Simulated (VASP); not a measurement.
# Ge2Sb (F-43m) in VASP: further runs

Runs on Ge2Sb. Level: PBE. Tasks: single point, relaxation of cell and atoms.

Program: VASP 6.6.1. These are calculated values, not measurements. Logs are shortened: lines on timing, memory, paths and dates and some standing lists are left out, and cuts for length are marked.

## (1) The cell of the first run

The structure is cubic, space group F-43m (No. 216). The conventional cell has a = 6.729 Å, b = 6.729 Å, c = 6.729 Å, α = 90.00°, β = 90.00°, γ = 90.00°. Ge (site symmetry -43m) has 4 Ge at 2.91 Å and 4 Sb at 2.91 Å within 3.8 Å. Ge (site symmetry -43m) has 4 Ge at 2.91 Å and 6 Sb at 3.36 Å within 3.8 Å. Within 3.8 Å of Sb (site symmetry -43m) lie 10 Ge at 2.91 to 3.36 Å.

The cell was built from a structure type or drawn by symmetry, and may not be a known phase.

## (2) Single point, PBE

INCAR

```
SYSTEM = Ge2Sb
PREC = Accurate ; ENCUT = 520
EDIFF = 1E-6 ; ISMEAR = 0
SIGMA = 0.1 ; LREAL = .FALSE.
LASPH = .TRUE. ; NELM = 100
ALGO = Normal ; ISIF = 2
LWAVE = .FALSE. ; LCHARG = .TRUE.
GGA = PE ; LELF = .TRUE.
LVHAR = .TRUE. ; NBANDS = 24
```

KPOINTS

```
regular mesh
0
G
  12 12 12
  0 0 0
```

POSCAR

```
Ge2Sb
1.0
    0.0000000000      3.3647351787      3.3647351787
    3.3647351787      0.0000000000      3.3647351787
    3.3647351787      3.3647351787      0.0000000000
Ge Sb
2 1
Direct
    0.2500000000      0.2500000000      0.2500000000
    0.5000000000      0.5000000000      0.5000000000
    0.0000000000      0.0000000000      0.0000000000
```

Potentials or basis: VASP PAW PBE potentials, release 64 (Ge_d, Sb).

Run with:

```bash
> cat potpaw_PBE.64/Ge_d/POTCAR potpaw_PBE.64/Sb/POTCAR > POTCAR
> mpirun -np 1 vasp_std > vasp.out
```

OUTCAR:

```text
SYSTEM = Ge2Sb
   PREC = Accurate
   ENCUT = 520
   EDIFF = 1E-6
   ISMEAR = 0
   LREAL = .FALSE.
   LASPH = .TRUE.
   NELM = 100
   ISIF = 2
   GGA = PE

 ion  position               nearest neighbor table
   1  0.250  0.250  0.250-   3 2.91   3 2.91   3 2.91   2 2.91   3 2.91   2 2.91   2 2.91   2 2.91

   2  0.500  0.500  0.500-   1 2.91   1 2.91   1 2.91   1 2.91
   3  0.000  0.000  0.000-   1 2.91   1 2.91   1 2.91   1 2.91

  LATTYP: Found a face centered cubic cell.
 ALAT       =     6.7294703574

  Lattice vectors:

 A1 = (   0.0000000000,   3.3647351787,   3.3647351787)
 A2 = (   3.3647351787,   0.0000000000,   3.3647351787)
 A3 = (   3.3647351787,   3.3647351787,   0.0000000000)

Analysis of symmetry for initial positions (statically):
=====================================================================
 Subroutine PRICEL returns:
 Original cell was already a primitive cell.

 Routine SETGRP: Setting up the symmetry group for a
 face centered cubic supercell.

 Subroutine GETGRP returns: Found 24 space group operations
 (whereof 24 operations were pure point group operations)
 out of a pool of 48 trial point group operations.

The static configuration has the point symmetry T_d .

Analysis of symmetry for dynamics (positions and initial velocities):
=====================================================================
 Subroutine PRICEL returns:
 Original cell was already a primitive cell.

 Routine SETGRP: Setting up the symmetry group for a
 face centered cubic supercell.

 Subroutine GETGRP returns: Found 24 space group operations
 (whereof 24 operations were pure point group operations)
 out of a pool of 48 trial point group operations.

The dynamic configuration has the point symmetry T_d .

 Subroutine INISYM returns: Found 24 space group operations
 (whereof 24 operations are pure point group operations),
 and found     1 'primitive' translations

----------------------------------------------------------------------------------------

                                     Primitive cell

  volume of cell :      76.1873

  direct lattice vectors                    reciprocal lattice vectors
     0.000000000  3.364735179  3.364735179    -0.148600105  0.148600105  0.148600105
     3.364735179  0.000000000  3.364735179     0.148600105 -0.148600105  0.148600105
     3.364735179  3.364735179  0.000000000     0.148600105  0.148600105 -0.148600105

  length of vectors
     4.758454124  4.758454124  4.758454124     0.257382931  0.257382931  0.257382931

  position of ions in fractional coordinates (direct lattice)
     0.250000000  0.250000000  0.250000000
     0.500000000  0.500000000  0.500000000
     0.000000000  0.000000000  0.000000000

  ion indices of the primitive-cell ions
   primitive index   ion index
                 1           1
                 2           2
                 3           3

----------------------------------------------------------------------------------------

 KPOINTS: regular mesh

Automatic generation of k-mesh.
 Grid dimensions read from file:
 generate k-points for:   12   12   12

 Generating k-lattice:

  Cartesian coordinates                     Fractional coordinates (reciprocal lattice)
    -0.012383342  0.012383342  0.012383342     0.083333333  0.000000000  0.000000000
     0.012383342 -0.012383342  0.012383342     0.000000000  0.083333333  0.000000000
     0.012383342  0.012383342 -0.012383342     0.000000000  0.000000000  0.083333333

  Length of vectors
     0.021448578  0.021448578  0.021448578

  Shift w.r.t. Gamma in fractional coordinates (k-lattice)
     0.000000000  0.000000000  0.000000000

 Subroutine IBZKPT returns following result:
 ===========================================

 Found     72 irreducible k-points:

 Following reciprocal coordinates:
            Coordinates               Weight
  0.000000  0.000000  0.000000      1.000000
  0.083333  0.000000  0.000000      8.000000
  0.166667  0.000000  0.000000      8.000000
  0.250000  0.000000  0.000000      8.000000
  0.333333  0.000000  0.000000      8.000000
  0.416667  0.000000  0.000000      8.000000
[... 16 lines left out ...]
  0.500000  0.166667  0.000000     24.000000
 -0.416667  0.166667  0.000000     24.000000
 [... further k-points ...]
   k-points           NKPTS =     72   k-points in BZ     NKDIM =     72   number of bands    NBANDS=     24
   number of dos      NEDOS =    301   number of ions     NIONS =      3
   total plane-waves  NPLWV =  46656
   dimension x,y,z NGX =    36 NGY =   36 NGZ =   36
   dimension x,y,z NGXF=    72 NGYF=   72 NGZF=   72
   ions per type =               2   1
   NGX,Y,Z   is equivalent  to a cutoff of  12.58, 12.58, 12.58 a.u.
   NGXF,Y,Z  is equivalent  to a cutoff of  25.15, 25.15, 25.15 a.u.
 SYSTEM =  Ge2Sb
   PREC   = accura    normal or accurate (medium, high low for compatibility)
   ISTART =      0    job   : 0-new  1-cont  2-samecut
   ICHARG =      2    charge: 1-file 2-atom 10-const
   ISPIN  =      1    spin polarized calculation?
   LNONCOLLINEAR =      F non collinear calculations
   LSORBIT =      F    spin-orbit coupling
   LASPH  =      T    aspherical Exc in radial PAW
   ENCUT  =  520.0 eV  38.22 Ry    6.18 a.u.   8.85  8.85  8.85*2*pi/ulx,y,z
   NELM   =    100;   NELMIN=  2; NELMDL= -5     # of ELM steps
   EDIFF  = 0.1E-05   stopping-criterion for ELM
   LREAL  =      F    real-space projection
   EDIFFG = 0.1E-04   stopping-criterion for IOM
   NSW    =      0    number of steps for IOM
   IBRION =     -1    ionic relax: 0-MD 1-quasi-New 2-CG
   NFREE  =      0    steps in history (QN), initial steepest desc. (CG)
   ISIF   =      2    stress and relaxation
   ISYM   =      2    0-nonsym 1-usesym 2-fastsym
   POTIM  = 0.5000    time-step for ionic-motion
   TEBEG  =    0.0;   TEEND  =   0.0 temperature during run
   PSTRESS=    0.0 pullay stress
   NELECT =      33.0000    total number of electrons
   NUPDOWN=      -1.0000    fix difference up-down
   EMIN   =  10.00;   EMAX   =-10.00  energy-range for DOS
   EFERMI =   0.00;   METHOD = LEGACY
   ISMEAR =     0;   SIGMA  =   0.10  broadening in eV -4-tet -1-fermi 0-gaus
   EFERMI_NEDOS =   21; number of points for ismear=-14 and -15
   IALGO  =     38    algorithm
   IMIX   =      4    mixing-type and parameters
     AMIX     =   0.40;   BMIX     =  1.00
     AMIX_MAG =   1.60;   BMIX_MAG =  1.00
  volume/ion in A,a.u.               =      25.40       171.38
  Fermi-wavevector in a.u.,A,eV,Ry     =   1.238659  2.340727 20.875109  1.534277
  Thomas-Fermi vector in A             =   2.373176
   LORBIT       =      0    0 simple, 1 ext, 2 COOP (PROOUT), +10 PAW based schemes
   GGA     = PE    functional components
   LHFCALC =     F    Hartree Fock is set to
   AEXX    =    0.0000 exact exchange contribution
   IVDW    =     0    specifies the selected vdW correction
   LEPSILON=     F    determine dielectric tensor
   LRPA    =     F    only Hartree local field effects (RPA)
 non-spin polarized calculation
 Gauss-broadening in eV      SIGMA  =   0.10
  energy-cutoff  :      520.00
  volume of cell :       76.19
 maximum number of plane-waves:      2085
   NGX = 17   NGY = 17   NGZ = 17

 number of electron      33.0000032 magnetization

 Free energy of the ion-electron system (eV)
  ---------------------------------------------------
  ext. energy  EPLUGINS =         0.00000000
  ---------------------------------------------------
  free energy    TOTEN  =       -12.10119751 eV

  energy without entropy =      -12.09382473  energy(sigma->0) =      -12.09751112

 E-fermi :   5.8749     XC(G=0):  -9.8852

 val. band max:        5.8645534754   @ k =   0.5000   0.0833   0.0000
 cond. band min:       5.8852147169   @ k =  -0.3333   0.5000   0.1667
 fundamental gap:      0.0206612415
 Fermi energy:         5.8749370459

 k-point     1 :       0.0000    0.0000    0.0000
  band No.  band energies     occupation
      1     -18.9809      2.00000
      2     -18.9809      2.00000
      3     -18.9809      2.00000
      4     -18.9726      2.00000
      5     -18.9726      2.00000
      6     -18.9033      2.00000
[... 16 lines left out ...]
     23      11.1165      0.00000
     24      11.1165      0.00000

 k-point     2 :       0.0833    0.0000    0.0000
  band No.  band energies     occupation
      1     -18.9815      2.00000
      2     -18.9815      2.00000
      3     -18.9806      2.00000
      4     -18.9718      2.00000
      5     -18.9718      2.00000
      6     -18.9035      2.00000
[... 16 lines left out ...]
     23      11.4973      0.00000
     24      11.4973      0.00000

 k-point     3 :       0.1667    0.0000    0.0000
  band No.  band energies     occupation
      1     -18.9829      2.00000
      2     -18.9829      2.00000
      3     -18.9799      2.00000
      4     -18.9703      2.00000
      5     -18.9703      2.00000
      6     -18.9043      2.00000
[... 16 lines left out ...]
     23      12.3923      0.00000
     24      12.3923      0.00000

 k-point     4 :       0.2500    0.0000    0.0000
  band No.  band energies     occupation
      1     -18.9842      2.00000
      2     -18.9842      2.00000
      3     -18.9790      2.00000
      4     -18.9689      2.00000
      5     -18.9689      2.00000
      6     -18.9054      2.00000
[... 16 lines left out ...]
     23      13.5076      0.00000
     24      13.5076      0.00000

 k-point     5 :       0.3333    0.0000    0.0000
  band No.  band energies     occupation
      1     -18.9851      2.00000
      2     -18.9851      2.00000
      3     -18.9781      2.00000
      4     -18.9680      2.00000
      5     -18.9680      2.00000
      6     -18.9065      2.00000
[... 451 lines left out ...]
 k-point    22 :       0.4167    0.1667    0.0000
  band No.  band energies     occupation
      1     -18.9882      2.00000
      2     -18.9858      2.00000
      3     -18.9758      2.00000
      4     -18.9667      2.00000
      5     -18.9656      2.00000
      6     -18.9120      2.00000
[... 16 lines left out ...]
     23      12.6484      0.00000
     24      13.2666      0.00000

 k-point    23 :       0.5000    0.1667    0.0000
  band No.  band energies     occupation
      1     -18.9891      2.00000
      2     -18.9865      2.00000
      3     -18.9741      2.00000
      4     -18.9660      2.00000
      5     -18.9657      2.00000
      6     -18.9118      2.00000
[... 16 lines left out ...]
     23      13.1325      0.00000
     24      13.2793      0.00000

 k-point    24 :      -0.4167    0.1667    0.0000
  band No.  band energies     occupation
      1     -18.9893      2.00000
      2     -18.9869      2.00000
      3     -18.9733      2.00000
      4     -18.9663      2.00000
      5     -18.9655      2.00000
      6     -18.9113      2.00000
[... 16 lines left out ...]
     23      13.0593      0.00000
     24      14.0018      0.00000

 [... further k-points ...]

------------------------ aborting loop because EDIFF is reached ----------------------------------------

  FORCE on cell =-STRESS in cart. coord.  units (eV):
  Direction    XX          YY          ZZ          XY          YZ          ZX
  --------------------------------------------------------------------------------------
  -------------------------------------------------------------------------------------
  Total        0.0269240      0.0269240      0.0269240      0.0000000      0.0000000      0.0000000
  in kB        0.5661979      0.5661979      0.5661979      0.0000000      0.0000000      0.0000000
  external PRESSURE =       0.5661979 kB  Pullay stress =       0.0000000 kB

 VOLUME and BASIS-vectors are now :
 -----------------------------------------------------------------------------
  energy-cutoff  :      520.00
  volume of cell :       76.19
      direct lattice vectors                 reciprocal lattice vectors
     0.000000000  3.364735179  3.364735179    -0.148600105  0.148600105  0.148600105
     3.364735179  0.000000000  3.364735179     0.148600105 -0.148600105  0.148600105
     3.364735179  3.364735179  0.000000000     0.148600105  0.148600105 -0.148600105

 POSITION                                       TOTAL-FORCE (eV/Angst)
 -----------------------------------------------------------------------------------
      1.68237      1.68237      1.68237        -0.000000     -0.000000     -0.000000
      3.36474      3.36474      3.36474         0.000000      0.000000      0.000000
      0.00000      0.00000      0.00000         0.000000     -0.000000      0.000000
 -----------------------------------------------------------------------------------
    total drift:                                0.000000      0.000000      0.000000

  FREE ENERGIE OF THE ION-ELECTRON SYSTEM (eV)
  ---------------------------------------------------
  free  energy   TOTEN  =       -12.1011975124 eV

  energy  without entropy=      -12.0938247347  energy(sigma->0) =      -12.09751112
```

It took 75 s on 1 thread of Intel Xeon Platinum 8559C (Emerald Rapids), shared host; peak memory 0.27 GiB.

Results:

```
Free energy            : -12.1012 eV
Pressure               : 0.1 GPa
Band gap on the k mesh : zero (an odd number of electrons rules out a gap without spin polarisation)
```

Levels at points of the mesh, in eV from the Fermi level:
| k point | band 13 | band 14 | band 15 | band 16 | band 17 | band 18 | band 19 | band 20 |
| --- | --- | --- | --- | --- | --- | --- | --- | --- |
| (0.00, 0.00, 0.00) | -4.05 | -1.93 | -1.93 | -1.93 | -1.20 | -1.20 | -1.20 | 2.91 |
| (0.50, 0.00, 0.00) | -5.93 | -2.91 | -2.91 | -1.06 | -0.90 | -0.90 | 2.79 | 4.31 |
| (0.50, 0.50, 0.00) | -7.63 | -4.51 | -4.51 | -1.79 | 3.03 | 3.03 | 3.24 | 4.46 |

Caveat: spin-orbit coupling is left out, which moves the levels of the heavy elements.

## (3) Relaxation of cell and atoms, PBE

This run uses another cell than the first one, of 25.92 Å³/atom.

INCAR

```
  PREC = Accurate
  ENCUT = 600
  EDIFF = 1E-6
  ISMEAR = 0
  SIGMA = 0.1
  LREAL = False
  LASPH = True
  NELM = 100
  ALGO = Normal
  ISIF = 3
  LWAVE = False
  LCHARG = False
  GGA = PE
  IBRION = 2
  NSW = 100
  EDIFFG = -0.01
```

KPOINTS

```
Automatic mesh
0
Gamma
  12 12 12
```

POSCAR

```
Ge2Sb
1.0
    0.0000000000      3.3877780113      3.3877780113
    3.3877780113      0.0000000000      3.3877780113
    3.3877780113      3.3877780113      0.0000000000
Ge Sb
2 1
Direct
    0.2500000000      0.2500000000      0.2500000000
    0.5000000000      0.5000000000      0.5000000000
    0.0000000000      0.0000000000      0.0000000000
```

Potentials or basis: VASP PAW PBE potentials, release 64 (Ge_d, Sb).

Run with:

```bash
> cat potpaw_PBE.64/Ge_d/POTCAR potpaw_PBE.64/Sb/POTCAR > POTCAR
> mpirun -np 1 vasp_std > vasp.out
```

Wall time 3.5 min (1 thread of Intel Xeon Platinum 8559C (Emerald Rapids), shared host); peak memory 0.32 GiB.

Results (log left out):

```yaml
Free_energy: -12.1015 eV
Relaxed_volume: 25.39 Å³/atom
Relaxed_cell: a = 4.758 Å, b = 4.758 Å, c = 4.758 Å, α = 60.00°, β = 60.00°, γ = 60.00°
Space_group_after_relaxing_to_0.1_Å: F-43m (No. 216)
Energy_gained_by_relaxing: 1.8 meV/atom
Ionic_steps: 3
Pressure_after_relaxing: 0.0 GPa
Band_gap_on_the_k_mesh: zero (an odd number of electrons rules out a gap without spin polarisation)
```

Step by step:
```csv
step,energy change (eV),largest force (eV/Å),pressure (GPa),volume (Å³)
1,0.0000,0.0000,-0.99,77.76
2,-0.0052,0.0000,0.15,75.98
3,-0.0053,0.0000,0.03,76.17
```

Final structure:
```
Ge Sb
1.0
     0.00000    3.36449    3.36449
     3.36449    0.00000    3.36449
     3.36449    3.36449    0.00000
Ge Sb
2 1
Cartesian
  1.6822 1.6822 1.6822
  3.3645 3.3645 3.3645
  0.0000 0.0000 0.0000
```

Levels at points of the mesh, in eV from the Fermi level:
```
           k point  band 14  band 15  band 16  band 17  band 18  band 19
(0.00, 0.00, 0.00)    -1.93    -1.93    -1.93    -1.20    -1.20    -1.20
(0.50, 0.00, 0.00)    -2.91    -2.91    -1.06    -0.90    -0.90     2.79
(0.50, 0.50, 0.00)    -4.51    -4.51    -1.79     3.04     3.04     3.25
```

Caveat: spin-orbit coupling is left out, which moves the levels of the heavy elements.

## (4) Single point, PBE

This run uses another cell than the first one, of 23.89 Å³/atom.

INCAR

```
SYSTEM = Ge2Sb
PREC = Accurate
ENCUT = 520
EDIFF = 1E-6
ISMEAR = 0
SIGMA = 0.1
LREAL = .FALSE.
LASPH = .TRUE.
NELM = 100
ALGO = Normal
ISIF = 2
LWAVE = .FALSE.
LCHARG = .TRUE.
GGA = PE
LELF = .TRUE.
LVHAR = .TRUE.
NBANDS = 24
```

KPOINTS

```
Automatic mesh
0
G
  4 4 4
  0 0 0
```

POSCAR

```
Ge2Sb
1.0
    0.0000000000      3.2966808500      3.2966808500
    3.2966808500      0.0000000000      3.2966808500
    3.2966808500      3.2966808500      0.0000000000
Ge Sb
2 1
Direct
    0.7500000000      0.7500000000      0.7500000000
    0.5000000000      0.5000000000      0.5000000000
    0.0000000000      0.0000000000      0.0000000000
```

Run with:

```bash
> cat potpaw_PBE.64/Ge_d/POTCAR potpaw_PBE.64/Sb/POTCAR > POTCAR
> mpirun -np 1 vasp_std > vasp.out
```

It took 12 s on 1 thread of Intel Xeon Platinum 8559C (Emerald Rapids), shared host; peak memory 0.2 GiB.

It converged, with:

```
Free energy            : -11.9957 eV
Pressure               : 4.7 GPa
Band gap on the k mesh : zero (an odd number of electrons rules out a gap without spin polarisation)
```

Levels at points of the mesh, in eV from the Fermi level:
| k point | band 13 | band 14 | band 15 | band 16 | band 17 | band 18 | band 19 | band 20 |
| --- | --- | --- | --- | --- | --- | --- | --- | --- |
| (0.00, 0.00, 0.00) | -3.56 | -1.86 | -1.86 | -1.86 | -1.12 | -1.12 | -1.12 | 3.17 |
| (0.50, 0.00, 0.00) | -5.62 | -2.91 | -2.91 | -0.81 | -0.81 | -0.78 | 3.33 | 4.70 |
| (0.50, 0.50, 0.00) | -7.46 | -4.61 | -4.61 | -1.70 | 3.45 | 3.45 | 3.80 | 5.03 |

Caveat: the k points lie up to 0.41 Å⁻¹ apart, too coarse for converged energies and pressures of a metal; spin-orbit coupling is left out, which moves the levels of the heavy elements.

## (5) Summary

```tsv
task	cell	k mesh	cutoff (eV)	gap on the mesh (eV)	pressure (GPa)
single point	a = 4.758 Å, angles 60.0°, 3 atoms	12 × 12 × 12	520	none	0.1
relaxation of cell and atoms	relaxed from a = 4.791 Å, angles 60.0°, 3 atoms	12 × 12 × 12	600	none	0.0
single point	a = 4.662 Å, angles 60.0°, 3 atoms	4 × 4 × 4	520	none	4.7
```

Alike in all rows: level PBE; potentials or basis VASP PAW PBE potentials, release 64 (Ge_d, Sb); no spin polarisation; smearing gaussian 0.1 eV.

Caveats: some runs use coarse meshes; spin-orbit coupling is left out, which moves the levels of the heavy elements.

Absolute energies hang on the potentials; compare differences alone.
